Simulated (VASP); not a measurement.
# SiB4 (Im-3m) in VASP: a series of runs

SiB4 is run at these levels: PBE; tasks: single point, relaxation of cell and atoms.

Everything below comes from runs of VASP 6.6.1. Logs are shortened: lines on timing, memory, paths and dates and some standing lists are left out, and cuts for length are marked.

## (1) The cell of the first run

Symmetry: Im-3m, No. 229, cubic system. Conventional cell: a = 4.539 Å, b = 4.539 Å, c = 4.539 Å, α = 90.00°, β = 90.00°, γ = 90.00°. Within 2.6 Å of Si (site symmetry m-3m) lie 8 B at 1.97 Å. B (site symmetry -3m) has 2 Si at 1.97 Å and 6 B at 2.27 Å within 2.6 Å.

## (2) Single point, PBE

The input, INCAR:

```
SYSTEM = SiB4
PREC     = Accurate       ! precision mode
ENCUT    = 520            ! plane-wave cutoff, eV
EDIFF    = 1E-7           ! SCF threshold, eV
ISMEAR   = 0              ! smearing method
SIGMA    = 0.1            ! smearing width, eV
LREAL    = .False.        ! projectors in reciprocal space
LASPH    = .True.         ! aspherical terms in the spheres
NELM     = 100            ! most SCF steps
ALGO     = Normal         ! electronic algorithm
ISIF     = 2              ! what is computed and relaxed
LWAVE    = .False.        ! write WAVECAR
LCHARG   = .False.        ! write CHGCAR
GGA      = PE             ! functional
NBANDS   = 16             ! bands
```

The input, KPOINTS:

```
Automatic mesh
0
Gamma
  12 12 12
  0 0 0
```

The input, POSCAR:

```
SiB4
1.0
   -2.2694665039      2.2694665039      2.2694665039
    2.2694665039     -2.2694665039      2.2694665039
    2.2694665039      2.2694665039     -2.2694665039
Si B
1 4
Direct
    0.0000000000      0.0000000000      0.0000000000
    0.0000000000      0.0000000000      0.5000000000
    0.0000000000      0.5000000000      0.0000000000
    0.5000000000      0.0000000000      0.0000000000
    0.5000000000      0.5000000000      0.5000000000
```

Potentials or basis: VASP PAW PBE potentials, release 64 (Si, B).

On the command line:

```console
$ cat potpaw_PBE.64/Si/POTCAR potpaw_PBE.64/B/POTCAR > POTCAR
$ mpirun -np 1 vasp_std > vasp.out
```

OUTCAR:

```text
SYSTEM = SiB4
   PREC = Accurate
   ENCUT = 520
   EDIFF = 1E-7
   ISMEAR = 0
   LREAL = .False.
   LASPH = .True.
   NELM = 100
   ISIF = 2
   GGA = PE

 ion  position               nearest neighbor table
   1  0.000  0.000  0.000-   2 1.97   3 1.97   4 1.97   5 1.97   2 1.97   3 1.97   4 1.97   5 1.97

   2  0.000  0.000  0.500-   1 1.97   1 1.97
   3  0.000  0.500  0.000-   1 1.97   1 1.97
   4  0.500  0.000  0.000-   1 1.97   1 1.97
   5  0.500  0.500  0.500-   1 1.97   1 1.97

  LATTYP: Found a body centered cubic cell.
 ALAT       =     4.5389330078

  Lattice vectors:

 A1 = (  -2.2694665039,   2.2694665039,   2.2694665039)
 A2 = (   2.2694665039,  -2.2694665039,   2.2694665039)
 A3 = (   2.2694665039,   2.2694665039,  -2.2694665039)

Analysis of symmetry for initial positions (statically):
=====================================================================
 Subroutine PRICEL returns:
 Original cell was already a primitive cell.

 Routine SETGRP: Setting up the symmetry group for a
 body centered cubic supercell.

 Subroutine GETGRP returns: Found 48 space group operations
 (whereof 48 operations were pure point group operations)
 out of a pool of 48 trial point group operations.

The static configuration has the point symmetry O_h .

Analysis of symmetry for dynamics (positions and initial velocities):
=====================================================================
 Subroutine PRICEL returns:
 Original cell was already a primitive cell.

 Routine SETGRP: Setting up the symmetry group for a
 body centered cubic supercell.

 Subroutine GETGRP returns: Found 48 space group operations
 (whereof 48 operations were pure point group operations)
 out of a pool of 48 trial point group operations.

The dynamic configuration has the point symmetry O_h .

 Subroutine INISYM returns: Found 48 space group operations
 (whereof 48 operations are pure point group operations),
 and found     1 'primitive' translations

----------------------------------------------------------------------------------------

                                     Primitive cell

  volume of cell :      46.7554

  direct lattice vectors                    reciprocal lattice vectors
    -2.269466504  2.269466504  2.269466504     0.000000000  0.220316096  0.220316096
     2.269466504 -2.269466504  2.269466504     0.220316096  0.000000000  0.220316096
     2.269466504  2.269466504 -2.269466504     0.220316096  0.220316096  0.000000000

  length of vectors
     3.930831291  3.930831291  3.930831291     0.311574011  0.311574011  0.311574011

  position of ions in fractional coordinates (direct lattice)
     0.000000000  0.000000000  0.000000000
     0.000000000  0.000000000  0.500000000
     0.000000000  0.500000000  0.000000000
     0.500000000  0.000000000  0.000000000
     0.500000000  0.500000000  0.500000000

  ion indices of the primitive-cell ions
   primitive index   ion index
                 1           1
                 2           2
                 3           3
                 4           4
                 5           5

----------------------------------------------------------------------------------------

 KPOINTS: Automatic mesh

Automatic generation of k-mesh.
 Grid dimensions read from file:
 generate k-points for:   12   12   12

 Generating k-lattice:

  Cartesian coordinates                     Fractional coordinates (reciprocal lattice)
     0.000000000  0.018359675  0.018359675     0.083333333  0.000000000  0.000000000
     0.018359675  0.000000000  0.018359675     0.000000000  0.083333333  0.000000000
     0.018359675  0.018359675  0.000000000     0.000000000  0.000000000  0.083333333

  Length of vectors
     0.025964501  0.025964501  0.025964501

  Shift w.r.t. Gamma in fractional coordinates (k-lattice)
     0.000000000  0.000000000  0.000000000

 Subroutine IBZKPT returns following result:
 ===========================================

 Found     72 irreducible k-points:

 Following reciprocal coordinates:
            Coordinates               Weight
  0.000000  0.000000  0.000000      1.000000
  0.083333  0.000000  0.000000     12.000000
  0.166667  0.000000  0.000000     12.000000
  0.250000  0.000000  0.000000     12.000000
  0.333333  0.000000  0.000000     12.000000
  0.416667  0.000000  0.000000     12.000000
[... 16 lines left out ...]
  0.333333  0.083333  0.083333     24.000000
  0.416667  0.083333  0.083333     12.000000
 [... further k-points ...]
   k-points           NKPTS =     72   k-points in BZ     NKDIM =     72   number of bands    NBANDS=     16
   number of dos      NEDOS =    301   number of ions     NIONS =      5
   total plane-waves  NPLWV =  27000
   dimension x,y,z NGX =    30 NGY =   30 NGZ =   30
   dimension x,y,z NGXF=    60 NGYF=   60 NGZF=   60
   ions per type =               1   4
   NGX,Y,Z   is equivalent  to a cutoff of  12.69, 12.69, 12.69 a.u.
   NGXF,Y,Z  is equivalent  to a cutoff of  25.38, 25.38, 25.38 a.u.
 SYSTEM =  SiB4
   PREC   = accura    normal or accurate (medium, high low for compatibility)
   ISTART =      0    job   : 0-new  1-cont  2-samecut
   ICHARG =      2    charge: 1-file 2-atom 10-const
   ISPIN  =      1    spin polarized calculation?
   LNONCOLLINEAR =      F non collinear calculations
   LSORBIT =      F    spin-orbit coupling
   LASPH  =      T    aspherical Exc in radial PAW
   ENCUT  =  520.0 eV  38.22 Ry    6.18 a.u.   7.31  7.31  7.31*2*pi/ulx,y,z
   NELM   =    100;   NELMIN=  2; NELMDL= -5     # of ELM steps
   EDIFF  = 0.1E-06   stopping-criterion for ELM
   LREAL  =      F    real-space projection
   EDIFFG = 0.1E-05   stopping-criterion for IOM
   NSW    =      0    number of steps for IOM
   IBRION =     -1    ionic relax: 0-MD 1-quasi-New 2-CG
   NFREE  =      0    steps in history (QN), initial steepest desc. (CG)
   ISIF   =      2    stress and relaxation
   ISYM   =      2    0-nonsym 1-usesym 2-fastsym
   POTIM  = 0.5000    time-step for ionic-motion
   TEBEG  =    0.0;   TEEND  =   0.0 temperature during run
   PSTRESS=    0.0 pullay stress
   NELECT =      16.0000    total number of electrons
   NUPDOWN=      -1.0000    fix difference up-down
   EMIN   =  10.00;   EMAX   =-10.00  energy-range for DOS
   EFERMI =   0.00;   METHOD = LEGACY
   ISMEAR =     0;   SIGMA  =   0.10  broadening in eV -4-tet -1-fermi 0-gaus
   EFERMI_NEDOS =   21; number of points for ismear=-14 and -15
   IALGO  =     38    algorithm
   IMIX   =      4    mixing-type and parameters
     AMIX     =   0.40;   BMIX     =  1.00
     AMIX_MAG =   1.60;   BMIX_MAG =  1.00
  volume/ion in A,a.u.               =       9.35        63.10
  Fermi-wavevector in a.u.,A,eV,Ry     =   1.145085  2.163897 17.840226  1.311220
  Thomas-Fermi vector in A             =   2.281775
   LORBIT       =      0    0 simple, 1 ext, 2 COOP (PROOUT), +10 PAW based schemes
   GGA     = PE    functional components
   LHFCALC =     F    Hartree Fock is set to
   AEXX    =    0.0000 exact exchange contribution
   IVDW    =     0    specifies the selected vdW correction
   LEPSILON=     F    determine dielectric tensor
   LRPA    =     F    only Hartree local field effects (RPA)
 non-spin polarized calculation
 Gauss-broadening in eV      SIGMA  =   0.10
  energy-cutoff  :      520.00
  volume of cell :       46.76
 maximum number of plane-waves:      1282
 NGX is ok and might be reduce to    30
   NGX = 15   NGY = 15   NGZ = 15

 number of electron      15.9999999 magnetization

 Free energy of the ion-electron system (eV)
  ---------------------------------------------------
  ext. energy  EPLUGINS =         0.00000000
  ---------------------------------------------------
  free energy    TOTEN  =       -25.22145661 eV

  energy without entropy =      -25.21207819  energy(sigma->0) =      -25.21676740

 E-fermi :   6.5012     XC(G=0): -11.2515

 val. band max:        6.4993832326   @ k =   0.2500   0.2500   0.0833
 cond. band min:       6.5117060524   @ k =   0.0833   0.0833   0.0833
 fundamental gap:      0.0123228199
 Fermi energy:         6.5011935121

 k-point     1 :       0.0000    0.0000    0.0000
  band No.  band energies     occupation
      1      -8.1673      2.00000
      2       0.6720      2.00000
      3       0.6720      2.00000
      4       0.6720      2.00000
      5       4.3337      2.00000
      6       4.3337      2.00000
[... 8 lines left out ...]
     15      13.3968      0.00000
     16      13.3968      0.00000

 k-point     2 :       0.0833    0.0000    0.0000
  band No.  band energies     occupation
      1      -8.0902      2.00000
      2       0.3194      2.00000
      3       0.5589      2.00000
      4       0.6847      2.00000
      5       3.6767      2.00000
      6       3.7079      2.00000
[... 8 lines left out ...]
     15      13.2014      0.00000
     16      13.4623      0.00000

 k-point     3 :       0.1667    0.0000    0.0000
  band No.  band energies     occupation
      1      -7.8612      2.00000
      2      -0.5576      2.00000
      3       0.2948      2.00000
      4       0.7140      2.00000
      5       2.9888      2.00000
      6       3.0437      2.00000
[... 8 lines left out ...]
     15      13.4126      0.00000
     16      13.6558      0.00000

 k-point     4 :       0.2500    0.0000    0.0000
  band No.  band energies     occupation
      1      -7.4890      2.00000
      2      -1.6479      2.00000
      3       0.0025      2.00000
      4       0.7407      2.00000
      5       2.4442      2.00000
      6       2.5121      2.00000
[... 8 lines left out ...]
     15      14.0856      0.00000
     16      14.9820      0.00000
[... 324 lines left out ...]
 k-point    22 :       0.2500    0.0833    0.0833
  band No.  band energies     occupation
      1      -6.8631      2.00000
      2      -2.6876      2.00000
      3      -0.8761      2.00000
      4      -0.1490      2.00000
      5       2.8344      2.00000
      6       2.9323      2.00000
[... 8 lines left out ...]
     15      14.1281      0.00000
     16      15.4637      0.00000

 k-point    23 :       0.3333    0.0833    0.0833
  band No.  band energies     occupation
      1      -6.3476      2.00000
      2      -3.5257      2.00000
      3      -1.1492      2.00000
      4      -0.2901      2.00000
      5       2.8505      2.00000
      6       2.8540      2.00000
[... 8 lines left out ...]
     15      14.3682      0.00000
     16      14.8867      0.00000

 k-point    24 :       0.4167    0.0833    0.0833
  band No.  band energies     occupation
      1      -6.0711      2.00000
      2      -3.9176      2.00000
      3      -1.2371      2.00000
      4      -0.3406      2.00000
      5       2.8204      2.00000
      6       2.8578      2.00000
[... 8 lines left out ...]
     15      14.6994      0.00000
     16      14.7080      0.00000

 [... further k-points ...]
[... 5 lines left out ...]
  --------------------------------------------------------------------------------------
  -------------------------------------------------------------------------------------
  Total       -0.0766381     -0.0766381     -0.0766381      0.0000000      0.0000000     -0.0000000
  in kB       -2.6261754     -2.6261754     -2.6261754      0.0000000      0.0000000     -0.0000000
  external PRESSURE =      -2.6261754 kB  Pullay stress =       0.0000000 kB

 VOLUME and BASIS-vectors are now :
 -----------------------------------------------------------------------------
  energy-cutoff  :      520.00
  volume of cell :       46.76
      direct lattice vectors                 reciprocal lattice vectors
    -2.269466504  2.269466504  2.269466504     0.000000000  0.220316096  0.220316096
     2.269466504 -2.269466504  2.269466504     0.220316096  0.000000000  0.220316096
     2.269466504  2.269466504 -2.269466504     0.220316096  0.220316096  0.000000000

 POSITION                                       TOTAL-FORCE (eV/Angst)
 -----------------------------------------------------------------------------------
      0.00000      0.00000      0.00000         0.000000     -0.000000     -0.000000
      1.13473      1.13473     -1.13473         0.000000      0.000000      0.000000
      1.13473     -1.13473      1.13473        -0.000000      0.000000     -0.000000
     -1.13473      1.13473      1.13473         0.000000     -0.000000      0.000000
      1.13473      1.13473      1.13473        -0.000000     -0.000000     -0.000000
 -----------------------------------------------------------------------------------
    total drift:                                0.000000      0.000000     -0.000000

  FREE ENERGIE OF THE ION-ELECTRON SYSTEM (eV)
  ---------------------------------------------------
  free  energy   TOTEN  =       -25.2214566145 eV

  energy  without entropy=      -25.2120781927  energy(sigma->0) =      -25.21676740
```

It took 28 s on 1 thread of Intel Xeon 6975P-C (Granite Rapids), shared host; peak memory 0.18 GiB.

Results:

- Free energy: -25.2215 eV
- Pressure: -0.3 GPa
- Band gap on the k mesh: zero (band 8 reaches 8.11 eV, above the bottom of band 9 at 4.76 eV)

## (3) Relaxation of cell and atoms, PBE

The input, INCAR:

```
SYSTEM = SiB4
PREC = Accurate
ENCUT = 600
EDIFF = 1E-6
ISMEAR = 0
SIGMA = 0.1
LREAL = .FALSE.
LASPH = .TRUE.
NELM = 100
ALGO = Normal
ISIF = 3
LWAVE = .FALSE.
LCHARG = .FALSE.
GGA = PE
IBRION = 2
NSW = 100
EDIFFG = -0.01
```

The input, KPOINTS:

```
Automatic mesh
0
G
  12 12 12
  0 0 0
```

Changes to POSCAR since step 2:

```diff
@@ -2,5 +2,5 @@
 1.0
-   -2.2694665039      2.2694665039      2.2694665039
-    2.2694665039     -2.2694665039      2.2694665039
-    2.2694665039      2.2694665039     -2.2694665039
+   -2.2701996092      2.2701996092      2.2701996092
+    2.2701996092     -2.2701996092      2.2701996092
+    2.2701996092      2.2701996092     -2.2701996092
 Si B
```

Potentials or basis: VASP PAW PBE potentials, release 64 (Si, B).

On the command line:

```console
$ cat potpaw_PBE.64/Si/POTCAR potpaw_PBE.64/B/POTCAR > POTCAR
$ mpirun -np 1 vasp_std > vasp.out
```

Wall time 22 s (1 thread of Intel Xeon 6975P-C (Granite Rapids), shared host); peak memory 0.19 GiB.

Results (log left out):

| Item | Value |
| --- | --- |
| Free energy | -25.2239 eV |
| Relaxed volume | 9.33 Å³/atom |
| Relaxed cell | a = 3.927 Å, b = 3.927 Å, c = 3.927 Å, α = 109.47°, β = 109.47°, γ = 109.47° |
| Space group after relaxing (to 0.05 Å) | Im-3m (No. 229) |
| Energy gained by relaxing | 0.0 meV/atom |
| Ionic steps | 2 |
| Pressure after relaxing | 0.2 GPa |
| Band gap on the k mesh | zero (band 8 reaches 8.13 eV, above the bottom of band 9 at 4.78 eV) |

Step by step:
```tsv
step	energy change (eV)	largest force (eV/Å)	pressure (GPa)	volume (Å³)
1	0.0000	0.0000	-0.43	46.80
2	-0.0001	0.0000	0.17	46.63
```

Final structure:
```xyz
5
Lattice="-2.2675 2.2675 2.2675 2.2675 -2.2675 2.2675 2.2675 2.2675 -2.2675" Properties=species:S:1:pos:R:3 pbc="T T T"
Si    2.2675    2.2675   -2.2675
B     3.4012   -1.1337    1.1337
B     1.1337   -1.1337    1.1337
B     3.4012    1.1337    1.1337
B     1.1337    1.1337    1.1337
```

Levels at points of the mesh, in eV from the Fermi level:
| k point | band 4 | band 5 | band 6 | band 7 | band 8 | band 9 | band 10 | band 11 | band 12 |
| --- | --- | --- | --- | --- | --- | --- | --- | --- | --- |
| (0.00, 0.00, 0.00) | -5.84 | -2.16 | -2.16 | -2.16 | -1.75 | -1.75 | -1.75 | 1.24 | 5.18 |
| (0.50, 0.00, 0.00) | -5.77 | -4.77 | -4.71 | -0.33 | 0.70 | 1.49 | 1.56 | 3.00 | 4.36 |
| (0.50, 0.50, 0.50) | -8.62 | -5.96 | -5.96 | -0.42 | -0.42 | -0.42 | 5.37 | 7.91 | 7.91 |
